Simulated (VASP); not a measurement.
# Bi (Im-3m) in VASP: notebook

Bi is run at these levels: RPBE, BLYP, r2SCAN+D3(BJ); tasks: single point.

Everything below comes from runs of VASP 6.6.1. Logs are shortened: lines on timing, memory, paths and dates and some standing lists are left out, and cuts for length are marked.

**1. The cell of the first run**

It takes space group Im-3m (No. 229, cubic). Conventional cell: a = 4.021 Å, b = 4.021 Å, c = 4.021 Å, α = 90.00°, β = 90.00°, γ = 90.00°. Bi (site symmetry m-3m) has 14 Bi at 3.48 to 4.02 Å within 4.6 Å.

**2. Single point, RPBE**

File INCAR:

```
PREC     = Accurate       # precision mode
ENCUT    = 520            # plane-wave cutoff, eV
EDIFF    = 1E-6           # SCF threshold, eV
ISMEAR   = -1             # smearing method
SIGMA    = 0.05           # smearing width, eV
LREAL    = False          # projectors in reciprocal space
LASPH    = True           # aspherical terms in the spheres
NELM     = 100            # most SCF steps
ALGO     = Fast           # electronic algorithm
ISIF     = 2              # what is computed and relaxed
LWAVE    = False          # write WAVECAR
LCHARG   = False          # write CHGCAR
GGA      = RP             # functional
NBANDS   = 14             # bands
```

File KPOINTS:

```
regular mesh
0
Gamma
  9 9 9
```

File POSCAR:

```
Bi
1.0
   -2.0105797286      2.0105797286      2.0105797286
    2.0105797286     -2.0105797286      2.0105797286
    2.0105797286      2.0105797286     -2.0105797286
Bi
1
Direct
    0.0000000000      0.0000000000      0.0000000000
```

Potentials or basis: VASP PAW PBE potentials, release 64 (Bi_d).

The run is started by

```
cat potpaw_PBE.64/Bi_d/POTCAR > POTCAR
mpirun -np 1 vasp_std > vasp.out
```

OUTCAR:

```text
PREC = Accurate
   ENCUT = 520
   EDIFF = 1E-6
   ISMEAR = -1
   LREAL = False
   LASPH = True
   NELM = 100
   ISIF = 2
   GGA = RP

 ion  position               nearest neighbor table
   1  0.000  0.000  0.000-

  LATTYP: Found a body centered cubic cell.
 ALAT       =     4.0211594572

  Lattice vectors:

 A1 = (  -2.0105797286,   2.0105797286,   2.0105797286)
 A2 = (   2.0105797286,  -2.0105797286,   2.0105797286)
 A3 = (   2.0105797286,   2.0105797286,  -2.0105797286)

Analysis of symmetry for initial positions (statically):
=====================================================================
 Subroutine PRICEL returns:
 Original cell was already a primitive cell.

 Routine SETGRP: Setting up the symmetry group for a
 body centered cubic supercell.

 Subroutine GETGRP returns: Found 48 space group operations
[... 9 lines left out ...]

 Routine SETGRP: Setting up the symmetry group for a
 body centered cubic supercell.

 Subroutine GETGRP returns: Found 48 space group operations
[... 11 lines left out ...]
                                     Primitive cell

  volume of cell :      32.5105

  direct lattice vectors                    reciprocal lattice vectors
    -2.010579729  2.010579729  2.010579729     0.000000000  0.248684493  0.248684493
     2.010579729 -2.010579729  2.010579729     0.248684493  0.000000000  0.248684493
     2.010579729  2.010579729 -2.010579729     0.248684493  0.248684493  0.000000000

  length of vectors
     3.482426243  3.482426243  3.482426243     0.351692982  0.351692982  0.351692982

  position of ions in fractional coordinates (direct lattice)
     0.000000000  0.000000000  0.000000000

  ion indices of the primitive-cell ions
   primitive index   ion index
                 1           1

----------------------------------------------------------------------------------------

 KPOINTS: regular mesh

Automatic generation of k-mesh.
 Grid dimensions read from file:
 generate k-points for:    9    9    9

 Generating k-lattice:

  Cartesian coordinates                     Fractional coordinates (reciprocal lattice)
     0.000000000  0.027631610  0.027631610     0.111111111  0.000000000  0.000000000
     0.027631610  0.000000000  0.027631610     0.000000000  0.111111111  0.000000000
     0.027631610  0.027631610  0.000000000     0.000000000  0.000000000  0.111111111

  Length of vectors
     0.039076998  0.039076998  0.039076998

  Shift w.r.t. Gamma in fractional coordinates (k-lattice)
     0.000000000  0.000000000  0.000000000

 Subroutine IBZKPT returns following result:
 ===========================================

 Found     35 irreducible k-points:

 Following reciprocal coordinates:
            Coordinates               Weight
  0.000000  0.000000  0.000000      1.000000
  0.111111  0.000000  0.000000     12.000000
  0.222222  0.000000  0.000000     12.000000
  0.333333  0.000000  0.000000     12.000000
  0.444444  0.000000  0.000000     12.000000
  0.111111  0.111111  0.000000     24.000000
[... 16 lines left out ...]
 -0.333333  0.444444  0.111111     48.000000
 -0.444444 -0.444444  0.111111     24.000000
 [... further k-points ...]
   k-points           NKPTS =     35   k-points in BZ     NKDIM =     35   number of bands    NBANDS=     14
   number of dos      NEDOS =    301   number of ions     NIONS =      1
   total plane-waves  NPLWV =  21952
   dimension x,y,z NGX =    28 NGY =   28 NGZ =   28
   dimension x,y,z NGXF=    56 NGYF=   56 NGZF=   56
   ions per type =               1
   NGX,Y,Z   is equivalent  to a cutoff of  13.37, 13.37, 13.37 a.u.
   NGXF,Y,Z  is equivalent  to a cutoff of  26.73, 26.73, 26.73 a.u.
 SYSTEM =  unknown system
   PREC   = accura    normal or accurate (medium, high low for compatibility)
   ISTART =      0    job   : 0-new  1-cont  2-samecut
   ICHARG =      2    charge: 1-file 2-atom 10-const
   ISPIN  =      1    spin polarized calculation?
   LNONCOLLINEAR =      F non collinear calculations
   LSORBIT =      F    spin-orbit coupling
   LASPH  =      T    aspherical Exc in radial PAW
   ENCUT  =  520.0 eV  38.22 Ry    6.18 a.u.   6.48  6.48  6.48*2*pi/ulx,y,z
   NELM   =    100;   NELMIN=  2; NELMDL= -5     # of ELM steps
   EDIFF  = 0.1E-05   stopping-criterion for ELM
   LREAL  =      F    real-space projection
   EDIFFG = 0.1E-04   stopping-criterion for IOM
   NSW    =      0    number of steps for IOM
   IBRION =     -1    ionic relax: 0-MD 1-quasi-New 2-CG
[... 8 lines left out ...]
   EMIN   =  10.00;   EMAX   =-10.00  energy-range for DOS
   EFERMI =   0.00;   METHOD = LEGACY
   ISMEAR =    -1;   SIGMA  =   0.05  broadening in eV -4-tet -1-fermi 0-gaus
   EFERMI_NEDOS =   21; number of points for ismear=-14 and -15
   IALGO  =     68    algorithm
   IMIX   =      4    mixing-type and parameters
     AMIX     =   0.40;   BMIX     =  1.00
     AMIX_MAG =   1.60;   BMIX_MAG =  1.00
  volume/ion in A,a.u.               =      32.51       219.39
  Fermi-wavevector in a.u.,A,eV,Ry     =   1.265020  2.390541 21.773061  1.600275
  Thomas-Fermi vector in A             =   2.398295
   LORBIT       =      0    0 simple, 1 ext, 2 COOP (PROOUT), +10 PAW based schemes
   GGA     = RP    functional components
   LHFCALC =     F    Hartree Fock is set to
   AEXX    =    0.0000 exact exchange contribution
   IVDW    =     0    specifies the selected vdW correction
   LEPSILON=     F    determine dielectric tensor
   LRPA    =     F    only Hartree local field effects (RPA)
 non-spin polarized calculation
 RMM-DIIS sequential band-by-band and
  energy-cutoff  :      520.00
  volume of cell :       32.51
 maximum number of plane-waves:       903
 NGX is ok and might be reduce to    28
   NGX = 13   NGY = 13   NGZ = 13

 number of electron      15.0000005 magnetization

 Free energy of the ion-electron system (eV)
  ---------------------------------------------------
  ext. energy  EPLUGINS =         0.00000000
  ---------------------------------------------------
  free energy    TOTEN  =        -3.37939335 eV

  energy without entropy =       -3.37468298  energy(sigma->0) =       -3.37703816

 E-fermi :   7.4642     XC(G=0): -10.0026

 val. band max:        7.4441393042   @ k =  -0.2222   0.2222   0.1111
 cond. band min:       7.7600127782   @ k =   0.3333   0.2222   0.1111
 fundamental gap:      0.3158734740
 Fermi energy:         7.4641650519

 k-point     1 :       0.0000    0.0000    0.0000
  band No.  band energies     occupation
      1     -15.5776      2.00000
      2     -15.5776      2.00000
      3     -15.5776      2.00000
      4     -15.4688      2.00000
      5     -15.4688      2.00000
      6      -5.7223      2.00000
      7      12.3311      0.00000
      8      12.3311      0.00000
      9      12.3311      0.00000
     10      16.0600      0.00000
     11      17.9279      0.00000
     12      17.9279      0.00000
     13      17.9279      0.00000
     14      18.8844      0.00000

 k-point     2 :       0.1111    0.0000    0.0000
  band No.  band energies     occupation
      1     -15.5816      2.00000
      2     -15.5707      2.00000
      3     -15.5568      2.00000
      4     -15.4733      2.00000
      5     -15.4696      2.00000
      6      -5.5100      2.00000
      7      10.3962      0.00000
      8      11.7341      0.00000
      9      12.1531      0.00000
     10      16.1343      0.00000
     11      16.9416      0.00000
     12      17.6527      0.00000
     13      17.7291      0.00000
     14      19.7874      0.00000

 k-point     3 :       0.2222    0.0000    0.0000
  band No.  band energies     occupation
      1     -15.5914      2.00000
      2     -15.5566      2.00000
      3     -15.5035      2.00000
      4     -15.4818      2.00000
      5     -15.4716      2.00000
      6      -4.8914      2.00000
      7       7.4240      1.38105
      8      10.5937      0.00000
      9      11.6927      0.00000
     10      14.7015      0.00000
     11      15.9522      0.00000
     12      17.7630      0.00000
     13      19.0540      0.00000
     14      21.8316      0.00000

 k-point     4 :       0.3333    0.0000    0.0000
  band No.  band energies     occupation
      1     -15.6025      2.00000
      2     -15.5511      2.00000
      3     -15.4819      2.00000
      4     -15.4740      2.00000
      5     -15.4421      2.00000
      6      -3.9595      2.00000
      7       4.7469      2.00000
      8       9.6120      0.00000
      9      11.1892      0.00000
     10      13.7856      0.00000
     11      15.2930      0.00000
     12      18.5167      0.00000
     13      19.9305      0.00000
     14      24.0875      0.00000

 k-point     5 :       0.4444    0.0000    0.0000
  band No.  band energies     occupation
      1     -15.6098      2.00000
      2     -15.5547      2.00000
      3     -15.4754      2.00000
      4     -15.4752      2.00000
      5     -15.4015      2.00000
      6      -3.0676      2.00000
      7       2.9480      2.00000
      8       9.0708      0.00000
      9      10.8807      0.00000
     10      13.3469      0.00000
     11      14.9661      0.00000
[... 276 lines left out ...]
 k-point    22 :      -0.4444    0.4444    0.1111
  band No.  band energies     occupation
      1     -15.5872      2.00000
      2     -15.5479      2.00000
      3     -15.4886      2.00000
      4     -15.4778      2.00000
      5     -15.4035      2.00000
      6      -2.8977      2.00000
      7       3.1803      2.00000
      8       8.4745      0.00000
      9       9.7910      0.00000
     10      14.6257      0.00000
     11      15.9128      0.00000
     12      17.2045      0.00000
     13      19.1642      0.00000
     14      25.2882      0.00000

 k-point    23 :      -0.3333    0.4444    0.1111
  band No.  band energies     occupation
      1     -15.5655      2.00000
      2     -15.5356      2.00000
      3     -15.4978      2.00000
      4     -15.4811      2.00000
      5     -15.4235      2.00000
      6      -3.0103      2.00000
      7       4.1673      2.00000
      8       7.0592      1.99939
      9      10.0691      0.00000
     10      14.6442      0.00000
     11      15.5546      0.00000
     12      18.5890      0.00000
     13      18.9170      0.00000
     14      22.4501      0.00000

 k-point    24 :      -0.4444   -0.4444    0.1111
  band No.  band energies     occupation
      1     -15.5676      2.00000
      2     -15.5387      2.00000
      3     -15.5033      2.00000
      4     -15.4710      2.00000
      5     -15.4071      2.00000
      6      -2.5161      2.00000
      7       3.3445      2.00000
      8       6.7017      2.00000
      9      10.0041      0.00000
     10      14.7227      0.00000
     11      16.1665      0.00000
     12      17.2561      0.00000
     13      18.6334      0.00000
     14      24.8622      0.00000

 [... further k-points ...]
[... 5 lines left out ...]
  --------------------------------------------------------------------------------------
  -------------------------------------------------------------------------------------
  Total       -0.0134740     -0.0134740     -0.0134740     -0.0000000     -0.0000000      0.0000000
  in kB       -0.6640213     -0.6640213     -0.6640213     -0.0000000     -0.0000000      0.0000000
  external PRESSURE =      -0.6640213 kB  Pullay stress =       0.0000000 kB

 VOLUME and BASIS-vectors are now :
 -----------------------------------------------------------------------------
  energy-cutoff  :      520.00
  volume of cell :       32.51
      direct lattice vectors                 reciprocal lattice vectors
    -2.010579729  2.010579729  2.010579729     0.000000000  0.248684493  0.248684493
     2.010579729 -2.010579729  2.010579729     0.248684493  0.000000000  0.248684493
     2.010579729  2.010579729 -2.010579729     0.248684493  0.248684493  0.000000000

 POSITION                                       TOTAL-FORCE (eV/Angst)
 -----------------------------------------------------------------------------------
      0.00000      0.00000      0.00000        -0.000000     -0.000000      0.000000
 -----------------------------------------------------------------------------------
    total drift:                                0.000000      0.000000      0.000000

  FREE ENERGIE OF THE ION-ELECTRON SYSTEM (eV)
  ---------------------------------------------------
  free  energy   TOTEN  =        -3.3793933490 eV

  energy  without entropy=       -3.3746829766  energy(sigma->0) =       -3.37703816
```

Wall time 11 s (1 thread of AMD EPYC 9R45 (Zen 5), shared host); peak memory 0.13 GiB.

Results:

| Item | Value |
| --- | --- |
| Free energy | -3.3794 eV |
| Pressure | -0.1 GPa |

Levels at points of the mesh, in eV from the Fermi level:
```tsv
k point	band 5	band 6	band 7	band 8	band 9	band 10
(0.00, 0.00, 0.00)	-22.93	-13.19	4.87	4.87	4.87	8.60
```

Caveat: the PAW data sets were made with another functional, which shifts forces and pressure a little; spin-orbit coupling is left out, which moves the levels of the heavy elements.

**3. Single point, BLYP**

This run uses another cell than the first one, of 32.36 Å³/atom, 0.995 times its volume.

File INCAR:

```
SYSTEM = Bi
PREC = Accurate
ENCUT = 520
EDIFF = 1E-7
ISMEAR = -1
SIGMA = 0.05
LREAL = .False.
LASPH = .True.
NELM = 80
ALGO = Fast
ISIF = 2
LWAVE = .False.
LCHARG = .True.
GGA = B5
ALDAX = 1.0
AGGAX = 1.0
AGGAC = 1.0
ALDAC = 0.0
LELF = .True.
LVHAR = .True.
NBANDS = 14
```

File KPOINTS:

```
regular mesh
0
Gamma
  9 9 9
  0 0 0
```

File POSCAR:

```
Bi
1.0
   -2.0075049763      2.0075049763      2.0075049763
    2.0075049763     -2.0075049763      2.0075049763
    2.0075049763      2.0075049763     -2.0075049763
Bi
1
Direct
    0.0000000000      0.0000000000      0.0000000000
```

Potentials or basis: VASP PAW PBE potentials, release 64 (Bi_d).

The run is started by

```
cat potpaw_PBE.64/Bi_d/POTCAR > POTCAR
mpirun -np 1 vasp_std > vasp.out
```

It took 21 s on 1 thread of AMD EPYC 9R45 (Zen 5), shared host; peak memory 0.12 GiB.

It converged, with:

| Item | Value |
| --- | --- |
| Free energy | -2.9699 eV |
| Pressure | 2.8 GPa |

Levels at points of the mesh, in eV from the Fermi level:
```tsv
k point	band 3	band 4	band 5	band 6	band 7	band 8	band 9	band 10	band 11	band 12
(0.00, 0.00, 0.00)	-22.90	-22.79	-22.79	-13.25	4.70	4.70	4.70	9.09	10.77	10.77
```

Caveat: the PAW data sets were made with another functional, which shifts forces and pressure a little; spin-orbit coupling is left out, which moves the levels of the heavy elements.

**4. Single point, BLYP**

This run uses another cell than the first one, of 32.98 Å³/atom, 1.015 times its volume.

File INCAR:

```
PREC = Accurate
ENCUT = 520
EDIFF = 1E-6
ISMEAR = -1
SIGMA = 0.05
LREAL = False
LASPH = True
NELM = 80
ALGO = Normal
ISIF = 2
LWAVE = False
LCHARG = False
GGA = B5
ALDAX = 1.0
AGGAX = 1.0
AGGAC = 1.0
ALDAC = 0.0
NBANDS = 14
```

File KPOINTS:

```
Automatic mesh
0
Gamma
  9 9 9
```

File POSCAR:

```
Bi
1.0
   -2.0202919770      2.0202919770      2.0202919770
    2.0202919770     -2.0202919770      2.0202919770
    2.0202919770      2.0202919770     -2.0202919770
Bi
1
Direct
    0.0000000000      0.0000000000      0.0000000000
```

The run is started by

```
cat potpaw_PBE.64/Bi_d/POTCAR > POTCAR
mpirun -np 1 vasp_std > vasp.out
```

It took 15 s on 1 thread of AMD EPYC 9R45 (Zen 5), shared host; peak memory 0.13 GiB.

It converged, with:

```
Free energy : -2.9790 eV
Pressure    : 1.8 GPa
```

Levels at points of the mesh, in eV from the Fermi level:
| k point | band 4 | band 5 | band 6 | band 7 | band 8 | band 9 | band 10 | band 11 |
| --- | --- | --- | --- | --- | --- | --- | --- | --- |
| (0.00, 0.00, 0.00) | -22.76 | -22.76 | -13.11 | 4.59 | 4.59 | 4.59 | 8.89 | 10.79 |

Caveat: the PAW data sets were made with another functional, which shifts forces and pressure a little; spin-orbit coupling is left out, which moves the levels of the heavy elements.

(Continued in part 2 of 2.)
